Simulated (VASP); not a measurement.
Write the native input for VASP 6.6.1 that does the following.

| Item | Value |
| --- | --- |
| Task | single point |
| Functional | PBE |
| Potentials or basis | VASP PAW PBE potentials, release 64 (Hf_pv, N) |
| Cutoff | 520 eV |
| k mesh | 13 × 13 × 13 |
| Occupations | gaussian, width 0.1 eV |
| Spin | no spin polarisation |
| Dipole correction | no |
| Further INCAR settings | ALGO = Normal; EDIFF = 1e-07; NBANDS = 14 |

The structure of HfN lies in POSCAR:

```
HfN
1.0
    0.0000000000      2.2560000000      2.2560000000
    2.2560000000      0.0000000000      2.2560000000
    2.2560000000      2.2560000000      0.0000000000
Hf N
1 1
Direct
    0.0000000000      0.0000000000      0.0000000000
    0.5000000000      0.5000000000      0.5000000000
```

The input as run:

INCAR

```
SYSTEM = HfN
PREC = Accurate
ENCUT = 520
EDIFF = 1E-7
ISMEAR = 0
SIGMA = 0.1
LREAL = .FALSE.
LASPH = .TRUE.
NELM = 60
ALGO = Normal
ISIF = 2
LWAVE = .FALSE.
LCHARG = .FALSE.
GGA = PE
NBANDS = 14
```

KPOINTS

```
regular mesh
0
G
  13 13 13
  0 0 0
```

Potentials or basis: VASP PAW PBE potentials, release 64 (Hf_pv, N).

Command:

```bash
$ cat potpaw_PBE.64/Hf_pv/POTCAR potpaw_PBE.64/N/POTCAR > POTCAR
$ mpirun -np 1 vasp_std > vasp.out
```

It gave:

```
Pressure : 4.1 GPa
```

Run time: 42 s on 1 thread of AMD EPYC 7R13 (shared host), peak memory 0.13 GiB.
